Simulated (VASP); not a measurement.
# Pb (P6/mmm) in VASP: further runs

Pb is run at these levels: PBE; tasks: relaxation of cell and atoms.

Program: VASP 6.6.1. These are calculated values, not measurements. Logs are shortened: lines on timing, memory, paths and dates and some standing lists are left out, and cuts for length are marked.

### Step 1. The cell of the first run

The structure is hexagonal, space group P6/mmm (No. 191). The conventional cell has a = 2.903 Å, b = 2.903 Å, c = 2.729 Å, α = 90.00°, β = 90.00°, γ = 120.00°. Pb (site symmetry 6/mmm) has 8 Pb at 2.73 to 2.90 Å within 3.6 Å.

This isn't the form of Pb at room conditions, which is fcc.

### Step 2. Relaxation of cell and atoms, PBE, target pressure 64 GPa, at which the enthalpy is minimised

Input file INCAR:

```
PREC = Accurate
ENCUT = 600
EDIFF = 1E-6
ISMEAR = -1
SIGMA = 0.05
LREAL = False
LASPH = True
NELM = 100
ALGO = Normal
ISIF = 3
LWAVE = False
LCHARG = False
GGA = PE
IBRION = 2
NSW = 60
EDIFFG = -0.005
PSTRESS = 640.0
```

Input file KPOINTS:

```
regular mesh
0
Gamma
  15 15 14
```

Input file POSCAR:

```
Pb
1.0
    2.9030673400      0.0000000000      0.0000000000
   -1.4515336700      2.5141300653      0.0000000000
    0.0000000000      0.0000000000      2.7288832996
Pb
1
Direct
    0.0000000000      0.0000000000      0.0000000000
```

Potentials or basis: VASP PAW PBE potentials, release 64 (Pb_d).

Launch:

```
cat potpaw_PBE.64/Pb_d/POTCAR > POTCAR
mpirun -np 1 vasp_std > vasp.out
```

OUTCAR:

```text
PREC = Accurate
   ENCUT = 600
   EDIFF = 1E-6
   ISMEAR = -1
   LREAL = False
   LASPH = True
   NELM = 100
   ISIF = 3
   GGA = PE
   IBRION = 2
   NSW = 60
   EDIFFG = -0.005
   PSTRESS = 640.0

 ion  position               nearest neighbor table
   1  0.000  0.000  0.000-

  LATTYP: Found a hexagonal cell.
 ALAT       =     2.9030673400
 C/A-ratio  =     0.9400000000

  Lattice vectors:

 A1 = (   2.9030673400,   0.0000000000,   0.0000000000)
 A2 = (  -1.4515336700,   2.5141300653,   0.0000000000)
 A3 = (   0.0000000000,   0.0000000000,   2.7288832996)

Analysis of symmetry for initial positions (statically):
=====================================================================
 Subroutine PRICEL returns:
 Original cell was already a primitive cell.

 Routine SETGRP: Setting up the symmetry group for a
 hexagonal supercell.

 Subroutine GETGRP returns: Found 24 space group operations
 (whereof 24 operations were pure point group operations)
 out of a pool of 24 trial point group operations.

The static configuration has the point symmetry D_6h.

Analysis of symmetry for dynamics (positions and initial velocities):
=====================================================================
 Subroutine PRICEL returns:
 Original cell was already a primitive cell.

 Routine SETGRP: Setting up the symmetry group for a
 hexagonal supercell.

 Subroutine GETGRP returns: Found 24 space group operations
 (whereof 24 operations were pure point group operations)
 out of a pool of 24 trial point group operations.

The dynamic configuration has the point symmetry D_6h.

 Subroutine INISYM returns: Found 24 space group operations
 (whereof 24 operations are pure point group operations),
 and found     1 'primitive' translations

----------------------------------------------------------------------------------------

                                     Primitive cell

  volume of cell :      19.9173

  direct lattice vectors                    reciprocal lattice vectors
     2.903067340  0.000000000  0.000000000     0.344463246  0.198875948  0.000000000
    -1.451533670  2.514130065  0.000000000     0.000000000  0.397751896  0.000000000
     0.000000000  0.000000000  2.728883300     0.000000000  0.000000000  0.366450262

  length of vectors
     2.903067340  2.903067340  2.728883300     0.397751896  0.397751896  0.366450262

  position of ions in fractional coordinates (direct lattice)
     0.000000000  0.000000000  0.000000000

  ion indices of the primitive-cell ions
   primitive index   ion index
                 1           1

----------------------------------------------------------------------------------------

 KPOINTS: regular mesh

Automatic generation of k-mesh.
 Grid dimensions read from file:
 generate k-points for:   15   15   14

 Generating k-lattice:

  Cartesian coordinates                     Fractional coordinates (reciprocal lattice)
     0.022964216  0.013258397  0.000000000     0.066666667  0.000000000  0.000000000
     0.000000000  0.026516793  0.000000000     0.000000000  0.066666667  0.000000000
     0.000000000  0.000000000  0.026175019     0.000000000  0.000000000  0.071428571

  Length of vectors
     0.026516793  0.026516793  0.026175019

  Shift w.r.t. Gamma in fractional coordinates (k-lattice)
     0.000000000  0.000000000  0.000000000

 Subroutine IBZKPT returns following result:
 ===========================================

 Found    216 irreducible k-points:

 Following reciprocal coordinates:
            Coordinates               Weight
  0.000000  0.000000  0.000000      1.000000
  0.066667  0.000000  0.000000      6.000000
  0.133333  0.000000  0.000000      6.000000
  0.200000  0.000000  0.000000      6.000000
  0.266667  0.000000  0.000000      6.000000
  0.333333  0.000000  0.000000      6.000000
[... 16 lines left out ...]
  0.333333  0.200000  0.000000     12.000000
  0.400000  0.200000  0.000000      6.000000
 [... further k-points ...]
   k-points           NKPTS =    216   k-points in BZ     NKDIM =    216   number of bands    NBANDS=     11
   number of dos      NEDOS =    301   number of ions     NIONS =      1
   total plane-waves  NPLWV =  13824
   dimension x,y,z NGX =    24 NGY =   24 NGZ =   24
   dimension x,y,z NGXF=    48 NGYF=   48 NGZF=   48
   ions per type =               1
   NGX,Y,Z   is equivalent  to a cutoff of  13.74, 13.74, 14.62 a.u.
   NGXF,Y,Z  is equivalent  to a cutoff of  27.49, 27.49, 29.24 a.u.
 SYSTEM =  unknown system
   PREC   = accura    normal or accurate (medium, high low for compatibility)
   ISTART =      0    job   : 0-new  1-cont  2-samecut
   ICHARG =      2    charge: 1-file 2-atom 10-const
   ISPIN  =      1    spin polarized calculation?
   LNONCOLLINEAR =      F non collinear calculations
   LSORBIT =      F    spin-orbit coupling
   LASPH  =      T    aspherical Exc in radial PAW
   ENCUT  =  600.0 eV  44.10 Ry    6.64 a.u.   5.80  5.80  5.45*2*pi/ulx,y,z
   NELM   =    100;   NELMIN=  2; NELMDL= -5     # of ELM steps
   EDIFF  = 0.1E-05   stopping-criterion for ELM
   LREAL  =      F    real-space projection
   EDIFFG = -.5E-02   stopping-criterion for IOM
   NSW    =     60    number of steps for IOM
   IBRION =      2    ionic relax: 0-MD 1-quasi-New 2-CG
   NFREE  =      1    steps in history (QN), initial steepest desc. (CG)
   ISIF   =      3    stress and relaxation
   ISYM   =      2    0-nonsym 1-usesym 2-fastsym
   POTIM  = 0.5000    time-step for ionic-motion
   TEBEG  =    0.0;   TEEND  =   0.0 temperature during run
   PSTRESS=  640.0 pullay stress
   NELECT =      14.0000    total number of electrons
   NUPDOWN=      -1.0000    fix difference up-down
   EMIN   =  10.00;   EMAX   =-10.00  energy-range for DOS
   EFERMI =   0.00;   METHOD = LEGACY
   ISMEAR =    -1;   SIGMA  =   0.05  broadening in eV -4-tet -1-fermi 0-gaus
   EFERMI_NEDOS =   21; number of points for ismear=-14 and -15
   IALGO  =     38    algorithm
   IMIX   =      4    mixing-type and parameters
     AMIX     =   0.40;   BMIX     =  1.00
     AMIX_MAG =   1.60;   BMIX_MAG =  1.00
  volume/ion in A,a.u.               =      19.92       134.41
  Fermi-wavevector in a.u.,A,eV,Ry     =   1.455596  2.750678 28.827483  2.118760
  Thomas-Fermi vector in A             =   2.572612
   LORBIT       =      0    0 simple, 1 ext, 2 COOP (PROOUT), +10 PAW based schemes
   GGA     = PE    functional components
   LHFCALC =     F    Hartree Fock is set to
   AEXX    =    0.0000 exact exchange contribution
   IVDW    =     0    specifies the selected vdW correction
   LEPSILON=     F    determine dielectric tensor
   LRPA    =     F    only Hartree local field effects (RPA)
 conjugate gradient relaxation of ions
 non-spin polarized calculation
  energy-cutoff  :      600.00
  volume of cell :       19.92
 maximum number of plane-waves:       675
 NGX is ok and might be reduce to    24
   NGX = 11   NGY = 11   NGZ = 11

--------------------------------------- Ionic step        1  -------------------------------------------

 number of electron      14.0000002 magnetization

 Free energy of the ion-electron system (eV)
  ---------------------------------------------------
  ext. energy  EPLUGINS =         0.00000000
  ---------------------------------------------------
  free energy    TOTEN  =        -1.79630545 eV

  energy without entropy =       -1.79296688  energy(sigma->0) =       -1.79463617

------------------------ aborting loop because EDIFF is reached ----------------------------------------

  FORCE on cell =-STRESS in cart. coord.  units (eV):
  Direction    XX          YY          ZZ          XY          YZ          ZX
  --------------------------------------------------------------------------------------
  -------------------------------------------------------------------------------------
  Total        8.1769502      8.1769502      8.4418069      0.0000000     -0.0000000      0.0000000
  in kB      657.7670614    657.7670614    679.0725597      0.0000000     -0.0000000      0.0000000
  external PRESSURE =      24.8688942 kB  Pullay stress =     640.0000000 kB
[... 207 lines left out ...]
  enthalpy is  TOTEN    =         6.1580987704 eV   P V=        8.0254115206

--------------------------------------- Ionic step        7  -------------------------------------------

 number of electron      14.0000001 magnetization

 Free energy of the ion-electron system (eV)
  ---------------------------------------------------
  ext. energy  EPLUGINS =         0.00000000
  ---------------------------------------------------
  free energy    TOTEN  =        -1.86677499 eV

  energy without entropy =       -1.86353211  energy(sigma->0) =       -1.86515355

 E-fermi :  13.2664     XC(G=0): -12.2773

 val. band max:       13.2390095539   @ k =   0.2000   0.1333   0.2857
 cond. band min:      13.2834123452   @ k =   0.2667   0.2000   0.0000
 fundamental gap:      0.0444027913
 Fermi energy:        13.2663638533

 k-point     1 :       0.0000    0.0000    0.0000
  band No.  band energies     occupation
      1      -5.9785      2.00000
      2      -5.0142      2.00000
      3      -5.0142      2.00000
      4      -4.0010      2.00000
      5      -4.0010      2.00000
      6      -2.5665      2.00000
      7      19.2963      0.00000
      8      22.7051      0.00000
      9      22.7051      0.00000
     10      22.7988      0.00000
     11      24.7982      0.00000
[... 309 lines left out ...]
 k-point    24 :       0.4000    0.2000    0.0000
  band No.  band energies     occupation
      1      -5.5601      2.00000
      2      -5.0925      2.00000
      3      -4.4509      2.00000
      4      -4.2782      2.00000
      5      -4.2318      2.00000
      6       4.5780      2.00000
      7       7.3192      2.00000
      8      12.4285      2.00000
      9      25.4149      0.00000
     10      26.2887      0.00000
     11      27.7782      0.00000

 [... further k-points ...]

------------------------ aborting loop because EDIFF is reached ----------------------------------------

  FORCE on cell =-STRESS in cart. coord.  units (eV):
  Direction    XX          YY          ZZ          XY          YZ          ZX
  --------------------------------------------------------------------------------------
  -------------------------------------------------------------------------------------
  Total        8.0207672      8.0207672      8.0296453      0.0000000      0.0000000     -0.0000000
  in kB      639.6726490    639.6726490    640.3807010      0.0000000      0.0000000     -0.0000000
  external PRESSURE =      -0.0913337 kB  Pullay stress =     640.0000000 kB
[... 16 lines left out ...]
  FREE ENERGIE OF THE ION-ELECTRON SYSTEM (eV)
  ---------------------------------------------------
  free  energy   TOTEN  =        -1.8667749946 eV

  energy  without entropy=       -1.8635321058  energy(sigma->0) =       -1.86515355

  enthalpy is  TOTEN    =         6.1580967727 eV   P V=        8.0248717674

 reached required accuracy - stopping structural energy minimisation
```

It took 80 s on 1 thread of Intel Xeon Platinum 8488C (Sapphire Rapids), shared host; peak memory 0.19 GiB.

What came out:

- Free energy: -1.8668 eV
- Relaxed volume: 20.09 Å³/atom
- Relaxed cell: a = 2.907 Å, b = 2.907 Å, c = 2.744 Å, α = 90.00°, β = 90.00°, γ = 120.00°
- Space group after relaxing (to 0.1 Å): P6/mmm (No. 191)
- Energy change on relaxing (the run minimises the enthalpy): -70.5 meV/atom
- Ionic steps: 7
- Pressure after relaxing: 64.0 GPa
- Band gap on the k mesh: zero (bands 7 and 8 overlap by 10.61 eV)

Step by step:
```tsv
step	energy change (eV)	largest force (eV/Å)	pressure (GPa)	volume (Å³)
1	0.0000	0.0000	66.49	19.92
2	-0.3387	0.0000	54.36	20.82
3	-0.0762	0.0000	63.80	20.10
4	-0.0747	0.0000	63.85	20.10
5	-0.0627	0.0000	64.21	20.07
6	-0.0710	0.0000	64.03	20.09
7	-0.0705	0.0000	63.99	20.09
```

Final structure:
```
CELL_PARAMETERS angstrom
2.90729 0.00000 0.00000
-1.45364 2.51779 0.00000
0.00000 0.00000 2.74449
ATOMIC_POSITIONS crystal
Pb 0.00000 0.00000 0.00000
```

Caveat: the cell is relaxed towards a set pressure, so the run minimises the enthalpy, not the energy; spin-orbit coupling is left out, which moves the levels of the heavy elements.

### Step 3. Relaxation of cell and atoms, PBE, target pressure 64 GPa, at which the enthalpy is minimised

This run uses another cell than the first one, of 20.09 Å³/atom.

Input file INCAR:

```
SYSTEM = Pb
ALGO = Normal
EDIFF = 1E-6
EDIFFG = -0.005
ENCUT = 600
GGA = PE
IBRION = 2
ISIF = 3
ISMEAR = -1
LASPH = .True.
LCHARG = .False.
LREAL = .False.
LWAVE = .False.
NELM = 100
NSW = 32
PREC = Accurate
PSTRESS = 640.0
SIGMA = 0.05
```

Input file KPOINTS:

```
k-points
0
Gamma
  15 15 14
  0 0 0
```

Input file POSCAR:

```
Pb
1.0
    2.9072544870      0.0000000000      0.0000000000
   -1.4536272435      2.5177562410      0.0000000000
    0.0000000000      0.0000000000      2.7448269934
Pb
1
Direct
    0.0000000000      0.0000000000      0.0000000000
```

Potentials or basis: VASP PAW PBE potentials, release 64 (Pb_d).

Launch:

```
cat potpaw_PBE.64/Pb_d/POTCAR > POTCAR
mpirun -np 1 vasp_std > vasp.out
```

Run time: 44 s. Hardware: 1 thread of Intel Xeon Platinum 8488C (Sapphire Rapids), shared host; peak memory 0.19 GiB.

Results (log left out):

* Free energy: -1.8670 eV
* Energy change on relaxing (the run minimises the enthalpy): +0.6 meV/atom
* Ionic steps: 4
* Pressure after relaxing: 64.0 GPa
* Band gap on the k mesh: zero (bands 7 and 8 overlap by 10.60 eV)

The path:
| step | energy change (eV) | largest force (eV/Å) | pressure (GPa) | volume (Å³) |
| --- | --- | --- | --- | --- |
| 1 | 0.0000 | 0.0000 | 63.95 | 20.09 |
| 2 | 0.0077 | 0.0000 | 64.20 | 20.07 |
| 3 | 0.0016 | 0.0000 | 64.08 | 20.09 |
| 4 | 0.0006 | 0.0000 | 64.01 | 20.09 |

Final structure:
```
CELL_PARAMETERS angstrom
2.90718 0.00000 0.00000
-1.45359 2.51769 0.00000
0.00000 0.00000 2.74475
ATOMIC_POSITIONS crystal
Pb 0.00000 0.00000 0.00000
```

Levels at points of the mesh, in eV from the Fermi level:
```csv
k point,band 5,band 6,band 7,band 8,band 9,band 10
"(0.00, 0.00, 0.00)",-17.27,-15.83,6.03,9.44,9.44,9.53
"(0.00, 0.00, 0.50)",-17.85,-10.40,-7.52,11.96,12.86,14.73
```

Caveat: the cell is relaxed towards a set pressure, so the run minimises the enthalpy, not the energy; spin-orbit coupling is left out, which moves the levels of the heavy elements.

The gap in the log of VASP goes by the Fermi energy; the results here count the filled bands.